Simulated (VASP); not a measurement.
# Si (Fd-3m) in VASP: a series of runs

The runs below take Si through single point, relaxation of cell and atoms, with r2SCAN.

Everything below comes from runs of VASP 6.6.1. Logs are shortened: lines on timing, memory, paths and dates and some standing lists are left out, and cuts for length are marked.

### 1 The cell of the first run

The structure is cubic, space group Fd-3m (No. 227). The conventional cell has a = 5.655 Å, b = 5.655 Å, c = 5.655 Å, α = 90.00°, β = 90.00°, γ = 90.00°. Within 3.2 Å of Si (site symmetry -43m) lie 4 Si at 2.45 Å.

### 2 Single point, r2SCAN (volume scaled by 1.12)

Contents of POSCAR:

```
Si
1.0
    0.0000000000      2.8275495440      2.8275495440
    2.8275495440      0.0000000000      2.8275495440
    2.8275495440      2.8275495440      0.0000000000
Si
2
Direct
    0.5000000000      0.5000000000      0.5000000000
    0.7500000000      0.7500000000      0.7500000000
```

Contents of INCAR.step1:

```
  PREC = Accurate
  ENCUT = 520
  ISMEAR = -1
  SIGMA = 0.05
  LREAL = F
  LASPH = T
  NELM = 60
  NBANDS = 11
  GGA = PE
  ALGO = Normal
  EDIFF = 1E-4
  LWAVE = T
  LCHARG = F
```

Contents of INCAR.step2:

```
  PREC = Accurate
  ENCUT = 520
  EDIFF = 1E-6
  ISMEAR = -1
  SIGMA = 0.05
  LREAL = F
  LASPH = T
  NELM = 60
  ALGO = Normal
  ISIF = 2
  LWAVE = F
  LCHARG = F
  METAGGA = R2SCAN
  LMIXTAU = T
  NBANDS = 11
  ISTART = 1
```

Contents of KPOINTS:

```
regular mesh
0
Gamma
  9 9 9
```

Potentials or basis: VASP PAW PBE potentials, release 64 (Si).

Command:

```
$ cat potpaw_PBE.64/Si/POTCAR > POTCAR
$ cp INCAR.step1 INCAR
$ mpirun -np 1 vasp_std > vasp.out
$ cp INCAR.step2 INCAR
$ mpirun -np 1 vasp_std > vasp.out
```

OUTCAR:

```text
PREC = Accurate
   ENCUT = 520
   EDIFF = 1E-6
   ISMEAR = -1
   LREAL = F
   LASPH = T
   NELM = 60
   ISIF = 2
   METAGGA = R2SCAN
   ISTART = 1

 ion  position               nearest neighbor table
   1  0.500  0.500  0.500-   2 2.45   2 2.45   2 2.45   2 2.45
   2  0.750  0.750  0.750-   1 2.45   1 2.45   1 2.45   1 2.45

  LATTYP: Found a face centered cubic cell.
 ALAT       =     5.6550990880

  Lattice vectors:

 A1 = (   0.0000000000,   2.8275495440,   2.8275495440)
 A2 = (   2.8275495440,   0.0000000000,   2.8275495440)
 A3 = (   2.8275495440,   2.8275495440,   0.0000000000)

Analysis of symmetry for initial positions (statically):
=====================================================================
 Subroutine PRICEL returns:
 Original cell was already a primitive cell.

 Routine SETGRP: Setting up the symmetry group for a
 face centered cubic supercell.

 Subroutine GETGRP returns: Found 48 space group operations
 (whereof 24 operations were pure point group operations)
 out of a pool of 48 trial point group operations.

The static configuration has the point symmetry T_d .
 The point group associated with its full space group is O_h .

Analysis of symmetry for dynamics (positions and initial velocities):
=====================================================================
 Subroutine PRICEL returns:
 Original cell was already a primitive cell.

 Routine SETGRP: Setting up the symmetry group for a
 face centered cubic supercell.

 Subroutine GETGRP returns: Found 48 space group operations
 (whereof 24 operations were pure point group operations)
 out of a pool of 48 trial point group operations.

The dynamic configuration has the point symmetry T_d .
 The point group associated with its full space group is O_h .

 Subroutine INISYM returns: Found 48 space group operations
 (whereof 24 operations are pure point group operations),
 and found     1 'primitive' translations

----------------------------------------------------------------------------------------

                                     Primitive cell

  volume of cell :      45.2127

  direct lattice vectors                    reciprocal lattice vectors
     0.000000000  2.827549544  2.827549544    -0.176831561  0.176831561  0.176831561
     2.827549544  0.000000000  2.827549544     0.176831561 -0.176831561  0.176831561
     2.827549544  2.827549544  0.000000000     0.176831561  0.176831561 -0.176831561

  length of vectors
     3.998758913  3.998758913  3.998758913     0.306281248  0.306281248  0.306281248

  position of ions in fractional coordinates (direct lattice)
[... 89 lines left out ...]
   PSTRESS=    0.0 pullay stress
   NELECT =       8.0000    total number of electrons
   NUPDOWN=      -1.0000    fix difference up-down
   EMIN   =  10.00;   EMAX   =-10.00  energy-range for DOS
   EFERMI =   0.00;   METHOD = LEGACY
   ISMEAR =    -1;   SIGMA  =   0.05  broadening in eV -4-tet -1-fermi 0-gaus
   EFERMI_NEDOS =   21; number of points for ismear=-14 and -15
   IALGO  =     38    algorithm
   IMIX   =      4    mixing-type and parameters
     AMIX     =   0.40;   BMIX     =  1.00
     AMIX_MAG =   1.60;   BMIX_MAG =  1.00
  volume/ion in A,a.u.               =      22.61       152.56
  Fermi-wavevector in a.u.,A,eV,Ry     =   0.919076  1.736801 11.492843  0.844700
  Thomas-Fermi vector in A             =   2.044229
   LORBIT       =      0    0 simple, 1 ext, 2 COOP (PROOUT), +10 PAW based schemes
   METAGGA = R2SCAN    functional components
   LHFCALC =     F    Hartree Fock is set to
   AEXX    =    0.0000 exact exchange contribution
   IVDW    =     0    specifies the selected vdW correction
   LEPSILON=     F    determine dielectric tensor
   LRPA    =     F    only Hartree local field effects (RPA)
 non-spin polarized calculation
  energy-cutoff  :      520.00
  volume of cell :       45.21
 maximum number of plane-waves:      1243
 NGX is ok and might be reduce to    30
   NGX = 15   NGY = 15   NGZ = 15

 number of electron       8.0000000 magnetization

 Free energy of the ion-electron system (eV)
  ---------------------------------------------------
  ext. energy  EPLUGINS =         0.00000000
  ---------------------------------------------------
  free energy    TOTEN  =       -17.39717024 eV

  energy without entropy =      -17.39716940  energy(sigma->0) =      -17.39716982

 E-fermi :   5.0371     XC(G=0):  -9.3789

 val. band max:        4.5670604428   @ k =   0.0000   0.0000   0.0000
 cond. band min:       5.5450976935   @ k =   0.4444   0.4444   0.0000
 fundamental gap:      0.9780372507
 Fermi energy:         5.0370693884

 k-point     1 :       0.0000    0.0000    0.0000
  band No.  band energies     occupation
      1      -7.1394      2.00000
      2       4.5671      1.99983
      3       4.5671      1.99983
      4       4.5671      1.99983
      5       7.1137      0.00000
      6       7.2600      0.00000
      7       7.2600      0.00000
      8       7.2600      0.00000
      9      12.6282      0.00000
     10      12.6282      0.00000
     11      12.7211      0.00000
[... 309 lines left out ...]
 k-point    24 :       0.4444    0.4444    0.0000
  band No.  band energies     occupation
      1      -3.9941      2.00000
      2      -2.3653      2.00000
      3       1.9230      2.00000
      4       1.9230      2.00000
      5       5.5451      0.00008
      6       5.9665      0.00000
      7      13.7596      0.00000
      8      13.7596      0.00000
      9      16.0707      0.00000
     10      16.3464      0.00000
     11      16.4093      0.00000

 [... further k-points ...]

------------------------ aborting loop because EDIFF is reached ----------------------------------------

  FORCE on cell =-STRESS in cart. coord.  units (eV):
  Direction    XX          YY          ZZ          XY          YZ          ZX
  --------------------------------------------------------------------------------------
  -------------------------------------------------------------------------------------
  Total       -2.4919034     -2.4919034     -2.4919034      0.0000000      0.0000000      0.0000000
  in kB      -88.3041527    -88.3041527    -88.3041527      0.0000000      0.0000000      0.0000000
  external PRESSURE =     -88.3041527 kB  Pullay stress =       0.0000000 kB

 VOLUME and BASIS-vectors are now :
 -----------------------------------------------------------------------------
  energy-cutoff  :      520.00
  volume of cell :       45.21
      direct lattice vectors                 reciprocal lattice vectors
     0.000000000  2.827549544  2.827549544    -0.176831561  0.176831561  0.176831561
     2.827549544  0.000000000  2.827549544     0.176831561 -0.176831561  0.176831561
     2.827549544  2.827549544  0.000000000     0.176831561  0.176831561 -0.176831561

 POSITION                                       TOTAL-FORCE (eV/Angst)
 -----------------------------------------------------------------------------------
      2.82755      2.82755      2.82755        -0.000000     -0.000000     -0.000000
      4.24132      4.24132      4.24132         0.000000      0.000000      0.000000
 -----------------------------------------------------------------------------------
    total drift:                                0.000000     -0.000000     -0.000000

  FREE ENERGIE OF THE ION-ELECTRON SYSTEM (eV)
  ---------------------------------------------------
  free  energy   TOTEN  =       -17.3971702412 eV

  energy  without entropy=      -17.3971694019  energy(sigma->0) =      -17.39716982
```

OUTCAR.step1:

```text
PREC = Accurate
   ENCUT = 520
   ISMEAR = -1
   LREAL = F
   LASPH = T
   NELM = 60
[... 557 lines left out ...]
 -----------------------------------------------------------------------------------
      2.82755      2.82755      2.82755        -0.000000      0.000000      0.000000
      4.24132      4.24132      4.24132         0.000000     -0.000000     -0.000000
 -----------------------------------------------------------------------------------
    total drift:                                0.000000     -0.000000     -0.000000

  FREE ENERGIE OF THE ION-ELECTRON SYSTEM (eV)
  ---------------------------------------------------
  free  energy   TOTEN  =       -10.7423798644 eV

  energy  without entropy=      -10.7423751241  energy(sigma->0) =      -10.74237749
```

OSZICAR.step1:

```text
N       E                     dE             d eps       ncg     rms          rms(c)
DAV:   1     0.844860381260E+01    0.84486E+01   -0.33234E+03   770   0.587E+02
DAV:   2    -0.102175721026E+02   -0.18666E+02   -0.17666E+02  1012   0.839E+01
DAV:   3    -0.108553202128E+02   -0.63775E+00   -0.63593E+00   998   0.136E+01
DAV:   4    -0.108606696146E+02   -0.53494E-02   -0.53484E-02   900   0.159E+00
DAV:   5    -0.108607353548E+02   -0.65740E-04   -0.65739E-04  1025   0.170E-01    0.416E+00
DAV:   6    -0.107811000209E+02    0.79635E-01   -0.40187E-02   872   0.833E-01    0.251E+00
DAV:   7    -0.107407442115E+02    0.40356E-01   -0.87237E-02   865   0.133E+00    0.137E-01
DAV:   8    -0.107421194712E+02   -0.13753E-02   -0.45631E-03   872   0.350E-01    0.719E-02
DAV:   9    -0.107423611683E+02   -0.24170E-03   -0.25851E-04   931   0.921E-02    0.478E-02
DAV:  10    -0.107423798644E+02   -0.18696E-04   -0.16349E-05   531   0.242E-02
   1 F= -.10742380E+02 E0= -.10742377E+02  d E =-.474030E-05
```

Run time: 2.5 min. Hardware: 1 thread of AMD EPYC 7R13, shared host; peak memory 0.13 GiB.

What came out:

* Free energy: -17.3972 eV
* Pressure: -8.8 GPa
* Band gap on the k mesh: 0.98 eV, indirect (least direct gap 2.55 eV)

Caveat: the PAW data sets were made with another functional, which shifts forces and pressure a little.

[end of part 1 of 2]
